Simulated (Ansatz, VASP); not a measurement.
**PbS: VASP beside Ansatz**

```xyz
2
Lattice="0.0000 2.9680 2.9680 2.9680 0.0000 2.9680 2.9680 2.9680 0.0000" Properties=species:S:1:pos:R:3 pbc="T T T"
Pb    0.0000    0.0000    0.0000
S     2.9680    2.9680    2.9680
```

Alike in both runs: task single point; functional r2SCAN; k mesh 6 × 6 × 6; occupations gaussian, width 0.1 eV; no spin polarisation.

```csv
,VASP,Ansatz
version,VASP 6.6.1,Ansatz 0.2.0
potentials or method,"VASP PAW PBE potentials, release 64 (Pb_d, S), cutoff 520 eV","scalar-relativistic, plane waves, PAW"
valence electrons in the cell,20,20
```

|  | VASP | Ansatz | Ansatz less VASP |
| --- | --- | --- | --- |
| gap on the k mesh at the Fermi level (eV) | 0.63 | 0.63 | -0.001 |
| least direct gap on the mesh (eV) | 0.63 | 0.63 | -0.001 |
| pressure (GPa) | 1.1 | 1.2 | +0.03 |

VASP's potentials were made for PBE, not for r2SCAN.

Neither program's run includes spin-orbit coupling.
